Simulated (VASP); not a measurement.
Crystal: Hg.

```
CELL_PARAMETERS angstrom
0.00000 2.25955 2.25955
2.25955 0.00000 2.25955
2.25955 2.25955 0.00000
ATOMIC_POSITIONS crystal
Hg 0.00000 0.00000 0.00000
```

```yaml
Program: VASP 6.6.1
Task: relaxation of cell and atoms
Functional: revPBE
Potentials_or_basis: VASP PAW PBE potentials, release 64 (Hg_sv_GW)
Cutoff: 550 eV
k_mesh: 12 × 12 × 12
Occupations: fermi-dirac, width 0.1 eV
Spin: no spin polarisation
```

At the start: pressure 7.4 GPa; volume 23.07 Å³/atom.

Q: Where does the relaxation end?

A: Over 5 steps the energy falls by 105.1 meV/atom and the volume is 30.03 Å³/atom (+30.1 %); space group Fm-3m (No. 225, to 0.1 Å) before and after.

Step by step:
```tsv
step	energy change (eV)	largest force (eV/Å)	pressure (GPa)	volume (Å³)
1	0.0000	0.0000	7.39	23.07
2	-0.0922	0.0000	1.49	26.81
3	-0.1004	0.0000	0.76	28.03
4	-0.1048	0.0000	-0.19	30.58
5	-0.1051	0.0000	0.01	30.03
```

Final structure:
```cif
data_structure
_symmetry_space_group_name_H-M 'P 1'
_symmetry_Int_Tables_number 1
_cell_length_a 3.4888
_cell_length_b 3.4888
_cell_length_c 3.4888
_cell_angle_alpha 60.000
_cell_angle_beta 60.000
_cell_angle_gamma 60.000
_cell_volume 30.03
loop_
_atom_site_label
_atom_site_type_symbol
_atom_site_fract_x
_atom_site_fract_y
_atom_site_fract_z
_atom_site_occupancy
Hg1 Hg 0.00000 0.00000 0.00000 1
```

Caveat: the volume moved by over 15 % at a fixed basis, so the end points are rough; the PAW data sets were made with another functional, which shifts forces and pressure a little.
